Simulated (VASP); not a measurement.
**Ni: single point with r2SCAN**

The system is Ni.

```xyz
1
Lattice="0.0000 1.7331 1.7331 1.7331 0.0000 1.7331 1.7331 1.7331 0.0000" Properties=species:S:1:pos:R:3 pbc="T T T"
Ni    0.0000    0.0000    0.0000
```

```
Program                : VASP 6.6.1
Task                   : single point
Functional             : r2SCAN
Potentials or basis    : VASP PAW PBE potentials, release 64 (Ni)
Cutoff                 : 520 eV
k mesh                 : 15 × 15 × 15
Occupations            : methfessel-paxton, width 0.1 eV
Spin                   : no spin polarisation
Dipole correction      : no
Further INCAR settings : ALGO = Normal; EDIFF = 1e-06; NBANDS = 11
```

```json
{"Pressure": "-0.1 GPa", "Band gap on the k mesh": "zero (bands 5 and 6 overlap by 1.12 eV)"}
```

Levels at points of the mesh, in eV from the Fermi level:
```
           k point  band 1  band 2  band 3  band 4  band 5  band 6  band 7  band 8  band 9  band 10
(0.00, 0.00, 0.00)   -9.46   -1.98   -1.98   -1.98   -0.87   -0.87   25.16   29.84   29.84    29.84
```

It took 24 s on 1 thread of Intel(R) Xeon(R) 6975P-C (Granite Rapids), on a shared host, peak memory 0.12 GiB.

Caveat: the PAW data sets were made with another functional, which shifts forces and pressure a little; the run has no spin polarisation, though such a crystal can be magnetic. Spin polarisation is off, so any magnetic state and its effect on volume and gap are missing.
